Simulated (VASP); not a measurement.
# ScAl3 (P-6m2) in VASP: further runs, part 2 of 2

VASP 6.6.1.

**3. Relaxation of cell and atoms, PBE**

This run uses another cell than the first one, of 16.33 Å³/atom, 0.882 times its volume.

INCAR

```
SYSTEM = ScAl3
PREC = Accurate
ENCUT = 600
EDIFF = 1E-7
ISMEAR = 0
SIGMA = 0.1
LREAL = .FALSE.
LASPH = .TRUE.
NELM = 100
ALGO = Normal
ISIF = 3
LWAVE = .FALSE.
LCHARG = .FALSE.
GGA = PE
IBRION = 2
NSW = 90
EDIFFG = -0.04
```

KPOINTS

```
regular mesh
0
G
  6 6 2
  0 0 0
```

POSCAR

```
ScAl3
1.0
    2.8528815900      0.0000000000      0.0000000000
   -1.4264407900      2.4706679300      0.0000000000
    0.0000000000      0.0000000000      9.2664827000
Sc Al
1 3
Direct
    0.6666666700      0.3333333300      0.0000000000
    0.3333333300      0.6666666700      0.7500000000
    0.3333333300      0.6666666700      0.2500000000
    0.6666666700      0.3333333300      0.5000000000
```

Potentials or basis: VASP PAW PBE potentials, release 64 (Sc_sv, Al).

Command:

```
> cat potpaw_PBE.64/Sc_sv/POTCAR potpaw_PBE.64/Al/POTCAR > POTCAR
> mpirun -np 1 vasp_std > vasp.out
```

OUTCAR:

```text
SYSTEM = ScAl3
   PREC = Accurate
   ENCUT = 600
   EDIFF = 1E-7
   ISMEAR = 0
   LREAL = .FALSE.
   LASPH = .TRUE.
   NELM = 100
   ISIF = 3
   GGA = PE
   IBRION = 2
   NSW = 90
   EDIFFG = -0.04

 ion  position               nearest neighbor table
   1  0.667  0.333  0.000-   2 2.84   3 2.84   2 2.84   3 2.84   2 2.84   3 2.84
   2  0.333  0.667  0.750-   1 2.84   4 2.84   1 2.84   4 2.84   1 2.84   4 2.84
   3  0.333  0.667  0.250-   1 2.84   4 2.84   1 2.84   4 2.84   1 2.84   4 2.84
   4  0.667  0.333  0.500-   2 2.84   3 2.84   2 2.84   3 2.84   2 2.84   3 2.84

  LATTYP: Found a hexagonal cell.
 ALAT       =     2.8528815900
 C/A-ratio  =     3.2481133225

  Lattice vectors:

 A1 = (   2.8528815900,   0.0000000000,   0.0000000000)
 A2 = (  -1.4264407900,   2.4706679300,   0.0000000000)
 A3 = (   0.0000000000,   0.0000000000,   9.2664827000)

Analysis of symmetry for initial positions (statically):
=====================================================================
 Subroutine PRICEL returns:
 Original cell was already a primitive cell.

 Routine SETGRP: Setting up the symmetry group for a
 hexagonal supercell.

 Subroutine GETGRP returns: Found 12 space group operations
 (whereof 12 operations were pure point group operations)
 out of a pool of 24 trial point group operations.

The static configuration has the point symmetry D_3h.

Analysis of symmetry for dynamics (positions and initial velocities):
=====================================================================
 Subroutine PRICEL returns:
 Original cell was already a primitive cell.

 Routine SETGRP: Setting up the symmetry group for a
 hexagonal supercell.

 Subroutine GETGRP returns: Found 12 space group operations
 (whereof 12 operations were pure point group operations)
 out of a pool of 24 trial point group operations.

The dynamic configuration has the point symmetry D_3h.

 Subroutine INISYM returns: Found 12 space group operations
 (whereof 12 operations are pure point group operations),
 and found     1 'primitive' translations

----------------------------------------------------------------------------------------

                                     Primitive cell

  volume of cell :      65.3150

  direct lattice vectors                    reciprocal lattice vectors
     2.852881590  0.000000000  0.000000000     0.350522785  0.202374424  0.000000000
    -1.426440790  2.470667930  0.000000000     0.000000000  0.404748849  0.000000000
     0.000000000  0.000000000  9.266482700     0.000000000  0.000000000  0.107915811

  length of vectors
     2.852881590  2.852881587  9.266482700     0.404748848  0.404748849  0.107915811

  position of ions in fractional coordinates (direct lattice)
     0.666666670  0.333333330  0.000000000
     0.333333330  0.666666670  0.750000000
     0.333333330  0.666666670  0.250000000
     0.666666670  0.333333330  0.500000000

  ion indices of the primitive-cell ions
   primitive index   ion index
                 1           1
                 2           2
                 3           3
                 4           4

----------------------------------------------------------------------------------------

 KPOINTS: regular mesh

Automatic generation of k-mesh.
 Grid dimensions read from file:
[... 42 lines left out ...]
   NGX,Y,Z   is equivalent  to a cutoff of  13.99, 13.99, 14.35 a.u.
   NGXF,Y,Z  is equivalent  to a cutoff of  27.97, 27.97, 28.70 a.u.
 SYSTEM =  ScAl3
   PREC   = accura    normal or accurate (medium, high low for compatibility)
   ISTART =      0    job   : 0-new  1-cont  2-samecut
   ICHARG =      2    charge: 1-file 2-atom 10-const
   ISPIN  =      1    spin polarized calculation?
   LNONCOLLINEAR =      F non collinear calculations
   LSORBIT =      F    spin-orbit coupling
   LASPH  =      T    aspherical Exc in radial PAW
   ENCUT  =  600.0 eV  44.10 Ry    6.64 a.u.   5.70  5.70 18.51*2*pi/ulx,y,z
   NELM   =    100;   NELMIN=  2; NELMDL= -5     # of ELM steps
   EDIFF  = 0.1E-06   stopping-criterion for ELM
   LREAL  =      F    real-space projection
   EDIFFG = -.4E-01   stopping-criterion for IOM
   NSW    =     90    number of steps for IOM
   IBRION =      2    ionic relax: 0-MD 1-quasi-New 2-CG
   NFREE  =      1    steps in history (QN), initial steepest desc. (CG)
   ISIF   =      3    stress and relaxation
   ISYM   =      2    0-nonsym 1-usesym 2-fastsym
   POTIM  = 0.5000    time-step for ionic-motion
   TEBEG  =    0.0;   TEEND  =   0.0 temperature during run
   PSTRESS=    0.0 pullay stress
   NELECT =      20.0000    total number of electrons
   NUPDOWN=      -1.0000    fix difference up-down
   EMIN   =  10.00;   EMAX   =-10.00  energy-range for DOS
   EFERMI =   0.00;   METHOD = LEGACY
   ISMEAR =     0;   SIGMA  =   0.10  broadening in eV -4-tet -1-fermi 0-gaus
   EFERMI_NEDOS =   21; number of points for ismear=-14 and -15
   IALGO  =     38    algorithm
   IMIX   =      4    mixing-type and parameters
     AMIX     =   0.40;   BMIX     =  1.00
     AMIX_MAG =   1.60;   BMIX_MAG =  1.00
  volume/ion in A,a.u.               =      16.33       110.19
  Fermi-wavevector in a.u.,A,eV,Ry     =   1.103436  2.085192 16.566059  1.217571
  Thomas-Fermi vector in A             =   2.239894
   LORBIT       =      0    0 simple, 1 ext, 2 COOP (PROOUT), +10 PAW based schemes
   GGA     = PE    functional components
   LHFCALC =     F    Hartree Fock is set to
   AEXX    =    0.0000 exact exchange contribution
   IVDW    =     0    specifies the selected vdW correction
   LEPSILON=     F    determine dielectric tensor
   LRPA    =     F    only Hartree local field effects (RPA)
 conjugate gradient relaxation of ions
 non-spin polarized calculation
 Gauss-broadening in eV      SIGMA  =   0.10
  energy-cutoff  :      600.00
  volume of cell :       65.32
 maximum number of plane-waves:      2210
 NGX is ok and might be reduce to    24
   NGX = 11   NGY = 11   NGZ = 37

--------------------------------------- Ionic step        1  -------------------------------------------

 number of electron      20.0000001 magnetization

 Free energy of the ion-electron system (eV)
  ---------------------------------------------------
  ext. energy  EPLUGINS =         0.00000000
  ---------------------------------------------------
  free energy    TOTEN  =       -17.48180072 eV

  energy without entropy =      -17.47201632  energy(sigma->0) =      -17.47690852

------------------------ aborting loop because EDIFF is reached ----------------------------------------

  FORCE on cell =-STRESS in cart. coord.  units (eV):
  Direction    XX          YY          ZZ          XY          YZ          ZX
  --------------------------------------------------------------------------------------
  -------------------------------------------------------------------------------------
  Total        5.2391245      5.2391245      3.2631681      0.0000000      0.0000000     -0.0000000
  in kB      128.5157202    128.5157201     80.0455106      0.0000003      0.0000000     -0.0000000
  external PRESSURE =     112.3589837 kB  Pullay stress =       0.0000000 kB
[... 25 lines left out ...]
--------------------------------------- Ionic step        2  -------------------------------------------

 number of electron      19.9999997 magnetization

 E-fermi :   6.4027     XC(G=0):  -9.9785

 val. band max:        6.3527075991   @ k =   0.3333   0.3333   0.0000
 cond. band min:       6.4961077665   @ k =   0.3333   0.1667   0.5000
 fundamental gap:      0.1434001674
 Fermi energy:         6.4027100466

 k-point     1 :       0.0000    0.0000    0.0000
  band No.  band energies     occupation
      1     -42.9097      2.00000
      2     -21.6387      2.00000
      3     -21.2217      2.00000
      4     -21.2217      2.00000
      5      -3.6155      2.00000
      6      -2.0268      2.00000
      7      -0.5256      2.00000
      8       3.3111      2.00000
      9       3.7848      2.00000
     10       7.3566      0.00000
     11       8.1561      0.00000
     12       8.1561      0.00000
     13       9.7050      0.00000
     14       9.7050      0.00000
[... 408 lines left out ...]
--------------------------------------- Ionic step        7  -------------------------------------------

 number of electron      20.0000001 magnetization

 Free energy of the ion-electron system (eV)
  ---------------------------------------------------
  ext. energy  EPLUGINS =         0.00000000
  ---------------------------------------------------
  free energy    TOTEN  =       -17.83756013 eV

  energy without entropy =      -17.82802966  energy(sigma->0) =      -17.83279489

 E-fermi :   6.7645     XC(G=0): -10.1040

 val. band max:        6.7620175964   @ k =   0.3333   0.3333   0.0000
 cond. band min:       6.8706248682   @ k =   0.3333   0.1667   0.5000
 fundamental gap:      0.1086072718
 Fermi energy:         6.7645444199

 k-point     1 :       0.0000    0.0000    0.0000
  band No.  band energies     occupation
      1     -42.5116      2.00000
      2     -21.2459      2.00000
      3     -20.8093      2.00000
      4     -20.8093      2.00000
      5      -3.6329      2.00000
      6      -1.8823      2.00000
      7      -0.2063      2.00000
      8       3.6514      2.00000
      9       4.2191      2.00000
     10       7.8883      0.00000
     11       8.5373      0.00000
     12       8.5373      0.00000
     13      10.1208      0.00000
     14      10.1208      0.00000
[... 250 lines left out ...]
  FREE ENERGIE OF THE ION-ELECTRON SYSTEM (eV)
  ---------------------------------------------------
  free  energy   TOTEN  =       -17.8375601293 eV

  energy  without entropy=      -17.8280296588  energy(sigma->0) =      -17.83279489

 reached required accuracy - stopping structural energy minimisation
```

OSZICAR:

```text
N       E                     dE             d eps       ncg     rms          rms(c)
DAV:   1     0.179336200915E+03    0.17934E+03   -0.99301E+03   392   0.147E+03
DAV:   2    -0.819734960077E+01   -0.18753E+03   -0.18506E+03   408   0.401E+02
DAV:   3    -0.180202954306E+02   -0.98229E+01   -0.96506E+01   620   0.913E+01
[... 70 lines left out ...]
DAV:   4    -0.178375631225E+02    0.25916E-04   -0.92031E-05   496   0.903E-02    0.112E-02
DAV:   5    -0.178375611326E+02    0.19899E-05   -0.20311E-05   618   0.350E-02    0.598E-03
DAV:   6    -0.178375604731E+02    0.65956E-06   -0.23106E-06   594   0.136E-02    0.281E-03
DAV:   7    -0.178375601820E+02    0.29107E-06   -0.28132E-07   368   0.579E-03    0.542E-04
DAV:   8    -0.178375601293E+02    0.52713E-07   -0.30992E-08   238   0.214E-03
   7 F= -.17837560E+02 E0= -.17832795E+02  d E =-.608822E-02
```

CONTCAR:

```text
ScAl3
   1.00000000000000
     3.0156488105520736    0.0000000003313994    0.0000000000000000
    -1.5078243997037686    2.6116284775761383   -0.0000000000000000
    -0.0000000000000000   -0.0000000000000000    9.4179601008767069
  Sc              Al
     1     3
Direct
     0.6666666699999979    0.3333333300000021    0.0000000000000000
     0.3333333300000021    0.6666666699999979    0.7410405601167802
     0.3333333300000021    0.6666666699999979    0.2589594398832197
     0.6666666699999979    0.3333333300000021    0.5000000000000000

  0.00000000E+00  0.00000000E+00  0.00000000E+00
  0.00000000E+00  0.00000000E+00  0.00000000E+00
  0.00000000E+00  0.00000000E+00  0.00000000E+00
  0.00000000E+00  0.00000000E+00  0.00000000E+00
```

Run time: 2.3 min. Hardware: 1 thread of Oxide Virtual Turin-like, shared host; peak memory 0.18 GiB.

What came out:

```yaml
Free_energy: -17.8376 eV
Relaxed_volume: 18.54 Å³/atom
Relaxed_cell: a = 3.016 Å, b = 3.016 Å, c = 9.418 Å, α = 90.00°, β = 90.00°, γ = 120.00°
Space_group_after_relaxing_to_0.05_Å: P-6m2 (No. 187)
Energy_gained_by_relaxing: 88.9 meV/atom
Ionic_steps: 7
Pressure_after_relaxing: -0.2 GPa
Band_gap_on_the_k_mesh: zero (band 10 reaches 7.89 eV, above the bottom of band 11 at 5.48 eV)
```

Forces on the atoms (eV/Å):
```
Sc   0.000  0.000  0.000
Al   0.000  0.000  0.002
Al   0.000  0.000 -0.002
Al   0.000  0.000  0.000
```

The path:
| step | energy change (eV) | largest force (eV/Å) | pressure (GPa) | volume (Å³) |
| --- | --- | --- | --- | --- |
| 1 | 0.0000 | 0.7938 | 11.24 | 65.32 |
| 2 | -0.3143 | 0.2565 | -2.41 | 76.74 |
| 3 | -0.3269 | 0.3317 | -0.58 | 74.57 |
| 4 | -0.3474 | 0.2297 | -0.15 | 74.24 |
| 5 | -0.3497 | 0.1783 | 0.07 | 74.08 |
| 6 | -0.3537 | 0.1017 | -0.04 | 74.12 |
| 7 | -0.3558 | 0.0021 | -0.18 | 74.17 |

Final structure:
```
CELL_PARAMETERS angstrom
3.01565 0.00000 0.00000
-1.50782 2.61163 0.00000
0.00000 0.00000 9.41796
ATOMIC_POSITIONS crystal
Sc 0.66667 0.33333 0.00000
Al 0.33333 0.66667 0.74104
Al 0.33333 0.66667 0.25896
Al 0.66667 0.33333 0.50000
```

Caveat: the k points lie up to 0.40 Å⁻¹ apart in the final cell.
